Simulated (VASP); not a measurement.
# TlBr (Pm-3m) in VASP: a series of runs

TlBr is run at these levels: PBE; tasks: single point.

Everything below comes from runs of VASP 6.6.1. Logs are shortened: lines on timing, memory, paths and dates and some standing lists are left out, and cuts for length are marked.

## (1) The cell of the first run

It takes space group Pm-3m (No. 221, cubic). The conventional cell has a = 3.930 Å, b = 3.930 Å, c = 3.930 Å, α = 90.00°, β = 90.00°, γ = 90.00°. Within 4.5 Å of Tl (site symmetry m-3m) lie 8 Br at 3.40 Å and 6 Tl at 3.93 Å. Br (site symmetry m-3m) has 8 Tl at 3.40 Å and 6 Br at 3.93 Å within 4.5 Å.

## (2) Single point, PBE (30.35 Å³/atom)

INCAR

```
PREC     = Accurate       # precision mode
ENCUT    = 500            # plane-wave cutoff, eV
EDIFF    = 1E-6           # SCF threshold, eV
ISMEAR   = -1             # smearing method
SIGMA    = 0.03           # smearing width, eV
LREAL    = F              # projectors in reciprocal space
LASPH    = T              # aspherical terms in the spheres
NELM     = 120            # most SCF steps
ALGO     = Normal         # electronic algorithm
ISIF     = 2              # what is computed and relaxed
LWAVE    = F              # write WAVECAR
LCHARG   = F              # write CHGCAR
GGA      = PE             # functional
NBANDS   = 17             # bands
GGA_COMPAT= F
```

KPOINTS

```
Automatic mesh
0
Gamma
  8 8 8
```

POSCAR

```
TlBr
1.0
    3.9298962480      0.0000000000      0.0000000000
    0.0000000000      3.9298962480      0.0000000000
    0.0000000000      0.0000000000      3.9298962480
Tl Br
1 1
Direct
    0.0000000000      0.0000000000      0.0000000000
    0.5000000000      0.5000000000      0.5000000000
```

Potentials or basis: VASP PAW PBE potentials, release 64 (Tl_d, Br).

Run with:

```console
$ cat potpaw_PBE.64/Tl_d/POTCAR potpaw_PBE.64/Br/POTCAR > POTCAR
$ mpirun -np 1 vasp_std > vasp.out
```

OUTCAR:

```text
PREC = Accurate
   ENCUT = 500
   EDIFF = 1E-6
   ISMEAR = -1
   LREAL = F
   LASPH = T
   NELM = 120
   ISIF = 2
   GGA = PE

 ion  position               nearest neighbor table
   1  0.000  0.000  0.000-   2 3.40   2 3.40   2 3.40   2 3.40   2 3.40   2 3.40   2 3.40   2 3.40

   2  0.500  0.500  0.500-   1 3.40   1 3.40   1 3.40   1 3.40   1 3.40   1 3.40   1 3.40   1 3.40

  LATTYP: Found a simple cubic cell.
 ALAT       =     3.9298962480

  Lattice vectors:

 A1 = (   3.9298962480,   0.0000000000,   0.0000000000)
 A2 = (   0.0000000000,   3.9298962480,   0.0000000000)
 A3 = (   0.0000000000,   0.0000000000,   3.9298962480)

Analysis of symmetry for initial positions (statically):
=====================================================================
 Subroutine PRICEL returns:
 Original cell was already a primitive cell.

 Routine SETGRP: Setting up the symmetry group for a
 simple cubic supercell.

 Subroutine GETGRP returns: Found 48 space group operations
 (whereof 48 operations were pure point group operations)
 out of a pool of 48 trial point group operations.

The static configuration has the point symmetry O_h .

Analysis of symmetry for dynamics (positions and initial velocities):
=====================================================================
 Subroutine PRICEL returns:
 Original cell was already a primitive cell.

 Routine SETGRP: Setting up the symmetry group for a
 simple cubic supercell.

 Subroutine GETGRP returns: Found 48 space group operations
 (whereof 48 operations were pure point group operations)
 out of a pool of 48 trial point group operations.

The dynamic configuration has the point symmetry O_h .

 Subroutine INISYM returns: Found 48 space group operations
 (whereof 48 operations are pure point group operations),
 and found     1 'primitive' translations

----------------------------------------------------------------------------------------

                                     Primitive cell

  volume of cell :      60.6936

  direct lattice vectors                    reciprocal lattice vectors
     3.929896248  0.000000000  0.000000000     0.254459644  0.000000000  0.000000000
     0.000000000  3.929896248  0.000000000     0.000000000  0.254459644  0.000000000
     0.000000000  0.000000000  3.929896248     0.000000000  0.000000000  0.254459644

  length of vectors
     3.929896248  3.929896248  3.929896248     0.254459644  0.254459644  0.254459644

  position of ions in fractional coordinates (direct lattice)
     0.000000000  0.000000000  0.000000000
     0.500000000  0.500000000  0.500000000

  ion indices of the primitive-cell ions
   primitive index   ion index
                 1           1
                 2           2

----------------------------------------------------------------------------------------

 KPOINTS: Automatic mesh

Automatic generation of k-mesh.
 Grid dimensions read from file:
 generate k-points for:    8    8    8

 Generating k-lattice:

  Cartesian coordinates                     Fractional coordinates (reciprocal lattice)
     0.031807455  0.000000000  0.000000000     0.125000000  0.000000000  0.000000000
     0.000000000  0.031807455  0.000000000     0.000000000  0.125000000  0.000000000
     0.000000000  0.000000000  0.031807455     0.000000000  0.000000000  0.125000000

  Length of vectors
     0.031807455  0.031807455  0.031807455

  Shift w.r.t. Gamma in fractional coordinates (k-lattice)
     0.000000000  0.000000000  0.000000000

 Subroutine IBZKPT returns following result:
 ===========================================

 Found     35 irreducible k-points:

 Following reciprocal coordinates:
            Coordinates               Weight
  0.000000  0.000000  0.000000      1.000000
  0.125000  0.000000  0.000000      6.000000
  0.250000  0.000000  0.000000      6.000000
  0.375000  0.000000  0.000000      6.000000
  0.500000  0.000000  0.000000      3.000000
  0.125000  0.125000  0.000000     12.000000
[... 16 lines left out ...]
  0.375000  0.375000  0.125000     24.000000
  0.500000  0.375000  0.125000     24.000000
 [... further k-points ...]
   k-points           NKPTS =     35   k-points in BZ     NKDIM =     35   number of bands    NBANDS=     17
   number of dos      NEDOS =    301   number of ions     NIONS =      2
   total plane-waves  NPLWV =  27000
   dimension x,y,z NGX =    30 NGY =   30 NGZ =   30
   dimension x,y,z NGXF=    60 NGYF=   60 NGZF=   60
   ions per type =               1   1
   NGX,Y,Z   is equivalent  to a cutoff of  12.69, 12.69, 12.69 a.u.
   NGXF,Y,Z  is equivalent  to a cutoff of  25.38, 25.38, 25.38 a.u.
 SYSTEM =  unknown system
   PREC   = accura    normal or accurate (medium, high low for compatibility)
   ISTART =      0    job   : 0-new  1-cont  2-samecut
   ICHARG =      2    charge: 1-file 2-atom 10-const
   ISPIN  =      1    spin polarized calculation?
   LNONCOLLINEAR =      F non collinear calculations
   LSORBIT =      F    spin-orbit coupling
   LASPH  =      T    aspherical Exc in radial PAW
   ENCUT  =  500.0 eV  36.75 Ry    6.06 a.u.   7.17  7.17  7.17*2*pi/ulx,y,z
   NELM   =    120;   NELMIN=  2; NELMDL= -5     # of ELM steps
   EDIFF  = 0.1E-05   stopping-criterion for ELM
   LREAL  =      F    real-space projection
   EDIFFG = 0.1E-04   stopping-criterion for IOM
   NSW    =      0    number of steps for IOM
   IBRION =     -1    ionic relax: 0-MD 1-quasi-New 2-CG
   NFREE  =      0    steps in history (QN), initial steepest desc. (CG)
   ISIF   =      2    stress and relaxation
   ISYM   =      2    0-nonsym 1-usesym 2-fastsym
   POTIM  = 0.5000    time-step for ionic-motion
   TEBEG  =    0.0;   TEEND  =   0.0 temperature during run
   PSTRESS=    0.0 pullay stress
   NELECT =      20.0000    total number of electrons
   NUPDOWN=      -1.0000    fix difference up-down
   EMIN   =  10.00;   EMAX   =-10.00  energy-range for DOS
   EFERMI =   0.00;   METHOD = LEGACY
   ISMEAR =    -1;   SIGMA  =   0.03  broadening in eV -4-tet -1-fermi 0-gaus
   EFERMI_NEDOS =   21; number of points for ismear=-14 and -15
   IALGO  =     38    algorithm
   IMIX   =      4    mixing-type and parameters
     AMIX     =   0.40;   BMIX     =  1.00
     AMIX_MAG =   1.60;   BMIX_MAG =  1.00
  volume/ion in A,a.u.               =      30.35       204.79
  Fermi-wavevector in a.u.,A,eV,Ry     =   1.130760  2.136826 17.396654  1.278618
  Thomas-Fermi vector in A             =   2.267457
   LORBIT       =      0    0 simple, 1 ext, 2 COOP (PROOUT), +10 PAW based schemes
   GGA     = PE    functional components
   LHFCALC =     F    Hartree Fock is set to
   AEXX    =    0.0000 exact exchange contribution
   IVDW    =     0    specifies the selected vdW correction
   LEPSILON=     F    determine dielectric tensor
   LRPA    =     F    only Hartree local field effects (RPA)
 non-spin polarized calculation
  energy-cutoff  :      500.00
  volume of cell :       60.69
 maximum number of plane-waves:      1568
 NGX is ok and might be reduce to    30
   NGX = 15   NGY = 15   NGZ = 15

 number of electron      19.9999998 magnetization

 Free energy of the ion-electron system (eV)
  ---------------------------------------------------
  ext. energy  EPLUGINS =         0.00000000
  ---------------------------------------------------
  free energy    TOTEN  =        -5.50695324 eV

  energy without entropy =       -5.50695324  energy(sigma->0) =       -5.50695324

 E-fermi :   3.3844     XC(G=0):  -9.1513

 val. band max:        2.8066823085   @ k =   0.5000   0.0000   0.0000
 cond. band min:       4.5626312028   @ k =   0.5000   0.0000   0.0000
 fundamental gap:      1.7559488943
 Fermi energy:         3.3843601922

 k-point     1 :       0.0000    0.0000    0.0000
  band No.  band energies     occupation
      1     -11.1674      2.00000
      2      -7.3863      2.00000
      3      -7.3863      2.00000
      4      -7.1890      2.00000
      5      -7.1890      2.00000
      6      -7.1890      2.00000
[... 9 lines left out ...]
     16      14.3164      0.00000
     17      16.2949      0.00000

 k-point     2 :       0.1250    0.0000    0.0000
  band No.  band energies     occupation
      1     -11.1304      2.00000
      2      -7.3845      2.00000
      3      -7.3648      2.00000
      4      -7.1993      2.00000
      5      -7.1993      2.00000
      6      -7.1881      2.00000
[... 9 lines left out ...]
     16      15.2060      0.00000
     17      16.0490      0.00000

 k-point     3 :       0.2500    0.0000    0.0000
  band No.  band energies     occupation
      1     -11.0381      2.00000
      2      -7.3802      2.00000
      3      -7.3141      2.00000
      4      -7.2241      2.00000
      5      -7.2241      2.00000
      6      -7.1858      2.00000
[... 9 lines left out ...]
     16      14.9121      0.00000
     17      16.1130      0.00000

 k-point     4 :       0.3750    0.0000    0.0000
  band No.  band energies     occupation
      1     -10.9408      2.00000
      2      -7.3759      2.00000
      3      -7.2658      2.00000
      4      -7.2486      2.00000
      5      -7.2486      2.00000
      6      -7.1836      2.00000
[... 9 lines left out ...]
     16      14.4509      0.00000
     17      16.3312      0.00000
[... 343 lines left out ...]
      1     -10.8134      2.00000
      2      -7.3061      2.00000
      3      -7.2748      2.00000
      4      -7.2241      2.00000
      5      -7.2129      2.00000
      6      -7.1923      2.00000
[... 9 lines left out ...]
     16      13.7294      0.00000
     17      16.0163      0.00000

 k-point    23 :       0.3750    0.3750    0.1250
  band No.  band energies     occupation
      1     -10.7880      2.00000
      2      -7.2909      2.00000
      3      -7.2605      2.00000
      4      -7.2467      2.00000
      5      -7.2060      2.00000
      6      -7.1697      2.00000
[... 9 lines left out ...]
     16      13.7560      0.00000
     17      15.2848      0.00000

 k-point    24 :       0.5000    0.3750    0.1250
  band No.  band energies     occupation
      1     -10.7648      2.00000
      2      -7.2851      2.00000
      3      -7.2641      2.00000
      4      -7.2455      2.00000
      5      -7.2078      2.00000
      6      -7.1491      2.00000
[... 9 lines left out ...]
     16      13.7431      0.00000
     17      15.6329      0.00000

 [... further k-points ...]

------------------------ aborting loop because EDIFF is reached ----------------------------------------

  FORCE on cell =-STRESS in cart. coord.  units (eV):
  Direction    XX          YY          ZZ          XY          YZ          ZX
  --------------------------------------------------------------------------------------
  -------------------------------------------------------------------------------------
  Total        0.8604732      0.8604732      0.8604732     -0.0000000     -0.0000000      0.0000000
  in kB       22.7145773     22.7145773     22.7145773     -0.0000000     -0.0000000      0.0000000
  external PRESSURE =      22.7145773 kB  Pullay stress =       0.0000000 kB

 VOLUME and BASIS-vectors are now :
 -----------------------------------------------------------------------------
  energy-cutoff  :      500.00
  volume of cell :       60.69
      direct lattice vectors                 reciprocal lattice vectors
     3.929896248  0.000000000  0.000000000     0.254459644  0.000000000  0.000000000
     0.000000000  3.929896248  0.000000000     0.000000000  0.254459644  0.000000000
     0.000000000  0.000000000  3.929896248     0.000000000  0.000000000  0.254459644

 POSITION                                       TOTAL-FORCE (eV/Angst)
 -----------------------------------------------------------------------------------
      0.00000      0.00000      0.00000         0.000000      0.000000      0.000000
      1.96495      1.96495      1.96495         0.000000      0.000000      0.000000
 -----------------------------------------------------------------------------------
    total drift:                               -0.000000     -0.000000     -0.000000

  FREE ENERGIE OF THE ION-ELECTRON SYSTEM (eV)
  ---------------------------------------------------
  free  energy   TOTEN  =        -5.5069532371 eV

  energy  without entropy=       -5.5069532371  energy(sigma->0) =       -5.50695324
```

It took 38 s on 1 thread of AMD EPYC 7R13, shared host; peak memory 0.16 GiB.

What came out:

```yaml
Free_energy: -5.5070 eV
Pressure: 2.3 GPa
Band_gap_on_the_k_mesh: 1.76 eV
```

Caveat: spin-orbit coupling is left out, which moves the levels of the heavy elements. A k mesh can miss the band edges.

## (3) Single point, PBE

This run uses another cell than the first one, of 31.29 Å³/atom.

INCAR

```
PREC = Accurate
ENCUT = 500
EDIFF = 1E-6
ISMEAR = -1
SIGMA = 0.03
LREAL = F
LASPH = T
NELM = 120
ALGO = Normal
ISIF = 2
LWAVE = F
LCHARG = F
GGA = PE
NBANDS = 17
GGA_COMPAT = F
```

KPOINTS

```
regular mesh
0
Gamma
  8 8 8
```

POSCAR

```
TlBr
1.0
    3.9700000000      0.0000000000      0.0000000000
    0.0000000000      3.9700000000      0.0000000000
    0.0000000000      0.0000000000      3.9700000000
Tl Br
1 1
Direct
    0.0000000000      0.0000000000      0.0000000000
    0.5000000000      0.5000000000      0.5000000000
```

Potentials or basis: VASP PAW PBE potentials, release 64 (Tl_d, Br).

Run with:

```console
$ cat potpaw_PBE.64/Tl_d/POTCAR potpaw_PBE.64/Br/POTCAR > POTCAR
$ mpirun -np 1 vasp_std > vasp.out
```

It took 45 s on 1 thread of AMD EPYC 7R13, shared host; peak memory 0.16 GiB.

The run converged. Its results:

| Item | Value |
| --- | --- |
| Free energy | -5.5288 eV |
| Pressure | 1.4 GPa |
| Band gap on the k mesh | 1.84 eV |

Levels at points of the mesh, in eV from the valence-band top:
| k point | band 7 | band 8 | band 9 | band 10 | band 11 | band 12 | band 13 | band 14 |
| --- | --- | --- | --- | --- | --- | --- | --- | --- |
| (0.00, 0.00, 0.00) | -4.67 | -1.34 | -1.34 | -1.34 | 6.99 | 6.99 | 7.26 | 7.26 |
| (0.50, 0.00, 0.00) | -5.58 | -0.83 | -0.83 | 0.00 | 1.84 | 5.77 | 5.77 | 7.98 |
| (0.50, 0.50, 0.00) | -3.76 | -2.98 | -2.98 | -0.75 | 4.88 | 4.88 | 7.41 | 7.69 |
| (0.50, 0.50, 0.50) | -2.75 | -1.96 | -1.96 | -1.96 | 2.11 | 2.11 | 2.11 | 12.87 |

Caveat: spin-orbit coupling is left out, which moves the levels of the heavy elements.

[end of part 1 of 2]
